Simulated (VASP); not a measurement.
# Sb (Im-3m) in VASP: relaxation of cell and atoms with r2SCAN

Aim: the relaxation of cell and atoms of Sb with r2SCAN.

Everything below comes from runs of VASP 6.6.1. Logs are shortened: lines on timing, memory, paths and dates and some standing lists are left out, and cuts for length are marked.

## (1) The cell of the first run

The structure is cubic, space group Im-3m (No. 229). Conventional cell: a = 3.920 Å, b = 3.920 Å, c = 3.920 Å, α = 90.00°, β = 90.00°, γ = 90.00°. Sb (site symmetry m-3m) has 14 Sb at 3.39 to 3.92 Å within 4.5 Å.

This isn't the form of Sb at room conditions, which is rhombohedral.

## (2) Relaxation of cell and atoms, r2SCAN

Contents of POSCAR:

```
Sb
1.0
    1.9600000000      1.9600000000      1.9600000000
   -1.9600000000      1.9600000000      1.9600000000
   -1.9600000000     -1.9600000000      1.9600000000
Sb
1
Direct
    0.0000000000      0.0000000000      0.0000000000
```

Contents of INCAR.step1:

```
  PREC = Accurate
  ENCUT = 600
  ISMEAR = -1
  SIGMA = 0.1
  LREAL = False
  LASPH = True
  NELM = 100
  GGA = PE
  ALGO = Normal
  EDIFF = 1E-4
  LWAVE = True
  LCHARG = False
```

Contents of INCAR.step2:

```
  PREC = Accurate
  ENCUT = 600
  EDIFF = 1E-6
  ISMEAR = -1
  SIGMA = 0.1
  LREAL = False
  LASPH = True
  NELM = 100
  ALGO = Normal
  ISIF = 3
  LWAVE = False
  LCHARG = False
  METAGGA = R2SCAN
  LMIXTAU = True
  IBRION = 2
  NSW = 80
  EDIFFG = -0.01
  ISTART = 1
```

Contents of KPOINTS:

```
Automatic mesh
0
Gamma
  8 8 8
```

Potentials or basis: VASP PAW PBE potentials, release 64 (Sb).

Command:

```sh
$ cat potpaw_PBE.64/Sb/POTCAR > POTCAR
$ cp INCAR.step1 INCAR
$ mpirun -np 1 vasp_std > vasp.out
$ cp INCAR.step2 INCAR
$ mpirun -np 1 vasp_std > vasp.out
```

OUTCAR:

```text
PREC = Accurate
   ENCUT = 600
   EDIFF = 1E-6
   ISMEAR = -1
   LREAL = False
   LASPH = True
   NELM = 100
   ISIF = 3
   METAGGA = R2SCAN
   IBRION = 2
   NSW = 80
   EDIFFG = -0.01
   ISTART = 1

 ion  position               nearest neighbor table
   1  0.000  0.000  0.000-

  LATTYP: Found a body centered cubic cell.
 ALAT       =     3.9200000000

  Lattice vectors:

 A1 = (   1.9600000000,  -1.9600000000,  -1.9600000000)
 A2 = (   1.9600000000,   1.9600000000,   1.9600000000)
 A3 = (  -1.9600000000,  -1.9600000000,   1.9600000000)

Analysis of symmetry for initial positions (statically):
=====================================================================
 Subroutine PRICEL returns:
 Original cell was already a primitive cell.

 Routine SETGRP: Setting up the symmetry group for a
 body centered cubic supercell.

 Subroutine GETGRP returns: Found 48 space group operations
 (whereof 48 operations were pure point group operations)
 out of a pool of 48 trial point group operations.

The static configuration has the point symmetry O_h .

Analysis of symmetry for dynamics (positions and initial velocities):
=====================================================================
 Subroutine PRICEL returns:
 Original cell was already a primitive cell.

 Routine SETGRP: Setting up the symmetry group for a
 body centered cubic supercell.

 Subroutine GETGRP returns: Found 48 space group operations
 (whereof 48 operations were pure point group operations)
 out of a pool of 48 trial point group operations.

The dynamic configuration has the point symmetry O_h .

 Subroutine INISYM returns: Found 48 space group operations
 (whereof 48 operations are pure point group operations),
 and found     1 'primitive' translations

----------------------------------------------------------------------------------------

                                     Primitive cell

  volume of cell :      30.1181

  direct lattice vectors                    reciprocal lattice vectors
     1.960000000  1.960000000  1.960000000     0.255102041  0.000000000  0.255102041
    -1.960000000  1.960000000  1.960000000    -0.255102041  0.255102041  0.000000000
    -1.960000000 -1.960000000  1.960000000     0.000000000 -0.255102041  0.255102041

  length of vectors
     3.394819583  3.394819583  3.394819583     0.360768766  0.360768766  0.360768766

  position of ions in fractional coordinates (direct lattice)
     0.000000000  0.000000000  0.000000000

  ion indices of the primitive-cell ions
   primitive index   ion index
                 1           1

----------------------------------------------------------------------------------------

 KPOINTS: Automatic mesh

Automatic generation of k-mesh.
 Grid dimensions read from file:
 generate k-points for:    8    8    8

 Generating k-lattice:

  Cartesian coordinates                     Fractional coordinates (reciprocal lattice)
     0.031887755  0.000000000  0.031887755     0.125000000  0.000000000  0.000000000
    -0.031887755  0.031887755  0.000000000     0.000000000  0.125000000  0.000000000
     0.000000000 -0.031887755  0.031887755     0.000000000  0.000000000  0.125000000

  Length of vectors
     0.045096096  0.045096096  0.045096096

  Shift w.r.t. Gamma in fractional coordinates (k-lattice)
     0.000000000  0.000000000  0.000000000

 Subroutine IBZKPT returns following result:
 ===========================================

 Found     29 irreducible k-points:

 Following reciprocal coordinates:
            Coordinates               Weight
  0.000000  0.000000  0.000000      1.000000
  0.125000  0.000000  0.000000     12.000000
  0.250000  0.000000  0.000000     12.000000
  0.375000  0.000000  0.000000     12.000000
  0.500000  0.000000  0.000000      6.000000
  0.250000  0.125000  0.000000     24.000000
[... 16 lines left out ...]
  0.375000  0.250000  0.250000     24.000000
  0.500000  0.250000  0.250000     12.000000
 [... further k-points ...]
   k-points           NKPTS =     29   k-points in BZ     NKDIM =     29   number of bands    NBANDS=      6
   number of dos      NEDOS =    301   number of ions     NIONS =      1
   total plane-waves  NPLWV =  21952
   dimension x,y,z NGX =    28 NGY =   28 NGZ =   28
   dimension x,y,z NGXF=    56 NGYF=   56 NGZF=   56
   ions per type =               1
   NGX,Y,Z   is equivalent  to a cutoff of  13.71, 13.71, 13.71 a.u.
   NGXF,Y,Z  is equivalent  to a cutoff of  27.42, 27.42, 27.42 a.u.
 SYSTEM =  unknown system
   PREC   = accura    normal or accurate (medium, high low for compatibility)
   ISTART =      1    job   : 0-new  1-cont  2-samecut
   ICHARG =      0    charge: 1-file 2-atom 10-const
   ISPIN  =      1    spin polarized calculation?
   LNONCOLLINEAR =      F non collinear calculations
   LSORBIT =      F    spin-orbit coupling
   LASPH  =      T    aspherical Exc in radial PAW
   ENCUT  =  600.0 eV  44.10 Ry    6.64 a.u.   6.78  6.78  6.78*2*pi/ulx,y,z
   NELM   =    100;   NELMIN=  2; NELMDL=  0     # of ELM steps
   EDIFF  = 0.1E-05   stopping-criterion for ELM
   LREAL  =      F    real-space projection
   EDIFFG = -.1E-01   stopping-criterion for IOM
   NSW    =     80    number of steps for IOM
   IBRION =      2    ionic relax: 0-MD 1-quasi-New 2-CG
   NFREE  =      1    steps in history (QN), initial steepest desc. (CG)
   ISIF   =      3    stress and relaxation
   ISYM   =      2    0-nonsym 1-usesym 2-fastsym
   POTIM  = 0.5000    time-step for ionic-motion
   TEBEG  =    0.0;   TEEND  =   0.0 temperature during run
   PSTRESS=    0.0 pullay stress
   NELECT =       5.0000    total number of electrons
   NUPDOWN=      -1.0000    fix difference up-down
   EMIN   =  10.00;   EMAX   =-10.00  energy-range for DOS
   EFERMI =   0.00;   METHOD = LEGACY
   ISMEAR =    -1;   SIGMA  =   0.10  broadening in eV -4-tet -1-fermi 0-gaus
   EFERMI_NEDOS =   21; number of points for ismear=-14 and -15
   IALGO  =     38    algorithm
   IMIX   =      4    mixing-type and parameters
     AMIX     =   0.40;   BMIX     =  1.00
     AMIX_MAG =   1.60;   BMIX_MAG =  1.00
  volume/ion in A,a.u.               =      30.12       203.25
  Fermi-wavevector in a.u.,A,eV,Ry     =   0.899751  1.700282 11.014610  0.809551
  Thomas-Fermi vector in A             =   2.022623
   LORBIT       =      0    0 simple, 1 ext, 2 COOP (PROOUT), +10 PAW based schemes
   METAGGA = R2SCAN    functional components
   LHFCALC =     F    Hartree Fock is set to
   AEXX    =    0.0000 exact exchange contribution
   IVDW    =     0    specifies the selected vdW correction
   LEPSILON=     F    determine dielectric tensor
   LRPA    =     F    only Hartree local field effects (RPA)
 conjugate gradient relaxation of ions
 non-spin polarized calculation
  energy-cutoff  :      600.00
  volume of cell :       30.12
 maximum number of plane-waves:      1048
   NGX = 13   NGY = 13   NGZ = 13

--------------------------------------- Ionic step        1  -------------------------------------------

 number of electron       5.0000000 magnetization

 Free energy of the ion-electron system (eV)
  ---------------------------------------------------
  ext. energy  EPLUGINS =         0.00000000
  ---------------------------------------------------
  free energy    TOTEN  =       -25.27563859 eV

  energy without entropy =      -25.25271262  energy(sigma->0) =      -25.26417561

------------------------ aborting loop because EDIFF is reached ----------------------------------------

  FORCE on cell =-STRESS in cart. coord.  units (eV):
  Direction    XX          YY          ZZ          XY          YZ          ZX
  --------------------------------------------------------------------------------------
  -------------------------------------------------------------------------------------
  Total       -1.0205060     -1.0205060     -1.0205060     -0.0000000      0.0000000     -0.0000000
  in kB      -54.2872640    -54.2872640    -54.2872640     -0.0000000      0.0000000     -0.0000000
  external PRESSURE =     -54.2872640 kB  Pullay stress =       0.0000000 kB

 VOLUME and BASIS-vectors are now :
 -----------------------------------------------------------------------------
  energy-cutoff  :      600.00
  volume of cell :       30.12
      direct lattice vectors                 reciprocal lattice vectors
     1.960000000  1.960000000  1.960000000     0.255102041  0.000000000  0.255102041
    -1.960000000  1.960000000  1.960000000    -0.255102041  0.255102041  0.000000000
    -1.960000000 -1.960000000  1.960000000     0.000000000 -0.255102041  0.255102041
[... 71 lines left out ...]
 POSITION                                       TOTAL-FORCE (eV/Angst)
 -----------------------------------------------------------------------------------
      0.00000      0.00000      0.00000         0.000000      0.000000      0.000000
 -----------------------------------------------------------------------------------
    total drift:                               -0.000000      0.000000      0.000000

  FREE ENERGIE OF THE ION-ELECTRON SYSTEM (eV)
  ---------------------------------------------------
  free  energy   TOTEN  =       -25.3376817661 eV

  energy  without entropy=      -25.3187449750  energy(sigma->0) =      -25.32821337

--------------------------------------- Ionic step        4  -------------------------------------------

 number of electron       5.0000000 magnetization

 Free energy of the ion-electron system (eV)
  ---------------------------------------------------
  ext. energy  EPLUGINS =         0.00000000
  ---------------------------------------------------
  free energy    TOTEN  =       -25.33769531 eV

  energy without entropy =      -25.31890176  energy(sigma->0) =      -25.32829853

 E-fermi :   8.4298     XC(G=0): -10.7990

 val. band max:        8.3243797886   @ k =   0.2500   0.1250   0.1250
 cond. band min:       8.5874444677   @ k =   0.2500   0.2500   0.2500
 fundamental gap:      0.2630646791
 Fermi energy:         8.4298348074

 k-point     1 :       0.0000    0.0000    0.0000
  band No.  band energies     occupation
      1      -5.0502      2.00000
      2      14.2618      0.00000
      3      14.2618      0.00000
      4      14.2618      0.00000
      5      19.4186      0.00000
      6      19.4186      0.00000

 k-point     2 :       0.1250    0.0000    0.0000
  band No.  band energies     occupation
      1      -4.7030      2.00000
      2      11.9866      0.00000
      3      13.2464      0.00000
      4      13.9942      0.00000
      5      18.1273      0.00000
      6      18.1558      0.00000
[... 181 lines left out ...]
 k-point    23 :       0.3750    0.2500    0.2500
  band No.  band energies     occupation
      1      -0.7485      2.00000
      2       5.7069      2.00000
      3       8.0483      1.95691
      4       9.2178      0.00076
      5      14.0268      0.00000
      6      18.5155      0.00000

 k-point    24 :       0.5000    0.2500    0.2500
  band No.  band energies     occupation
      1       0.5039      2.00000
      2       3.8779      2.00000
      3       7.6712      1.99899
      4       9.2612      0.00049
      5      14.9806      0.00000
      6      16.5592      0.00000

 [... further k-points ...]

------------------------ aborting loop because EDIFF is reached ----------------------------------------

  FORCE on cell =-STRESS in cart. coord.  units (eV):
  Direction    XX          YY          ZZ          XY          YZ          ZX
  --------------------------------------------------------------------------------------
  -------------------------------------------------------------------------------------
  Total        0.0073727      0.0073727      0.0073727     -0.0000000      0.0000000     -0.0000000
  in kB        0.4408149      0.4408149      0.4408149     -0.0000000      0.0000000     -0.0000000
  external PRESSURE =       0.4408149 kB  Pullay stress =       0.0000000 kB

 VOLUME and BASIS-vectors are now :
 -----------------------------------------------------------------------------
  energy-cutoff  :      600.00
  volume of cell :       26.80
      direct lattice vectors                 reciprocal lattice vectors
     1.885123881  1.885123881  1.885123881     0.265234558  0.000000000  0.265234558
    -1.885123881  1.885123881  1.885123881    -0.265234558  0.265234558  0.000000000
    -1.885123881 -1.885123881  1.885123881     0.000000000 -0.265234558  0.265234558

 POSITION                                       TOTAL-FORCE (eV/Angst)
 -----------------------------------------------------------------------------------
     -1.88512      1.88512      1.88512         0.000000     -0.000000     -0.000000
 -----------------------------------------------------------------------------------
    total drift:                                0.000000     -0.000000     -0.000000

  FREE ENERGIE OF THE ION-ELECTRON SYSTEM (eV)
  ---------------------------------------------------
  free  energy   TOTEN  =       -25.3376953079 eV

  energy  without entropy=      -25.3189017559  energy(sigma->0) =      -25.32829853

 reached required accuracy - stopping structural energy minimisation
```

Run time: 91 s. Hardware: 1 thread of Intel Xeon 8259CL, shared host; peak memory 0.17 GiB.

What came out:

| Property | Result |
| --- | --- |
| Free energy | -25.3377 eV |
| Relaxed volume | 26.80 Å³/atom |
| Relaxed cell | a = 3.265 Å, b = 3.265 Å, c = 3.265 Å, α = 70.53°, β = 109.47°, γ = 70.53° |
| Space group after relaxing (to 0.1 Å) | Im-3m (No. 229) |
| Energy gained by relaxing | 62.1 meV/atom |
| Ionic steps | 4 |
| Pressure after relaxing | 0.0 GPa |
| Band gap on the k mesh | zero (an odd number of electrons rules out a gap without spin polarisation) |

The path:
```
step  energy change (eV)  largest force (eV/Å)  pressure (GPa)  volume (Å³)
   1              0.0000                0.0000           -5.43        30.12
   2             -0.0554                0.0000            2.79        25.89
   3             -0.0620                0.0000           -0.11        26.86
   4             -0.0621                0.0000            0.04        26.80
```

Final structure:
```
CELL_PARAMETERS angstrom
1.88512 1.88512 1.88512
-1.88512 1.88512 1.88512
-1.88512 -1.88512 1.88512
ATOMIC_POSITIONS crystal
Sb 0.00000 0.00000 0.00000
```

Caveat: the PAW data sets were made with another functional, which shifts forces and pressure a little; spin-orbit coupling is left out, which moves the levels of the heavy elements.
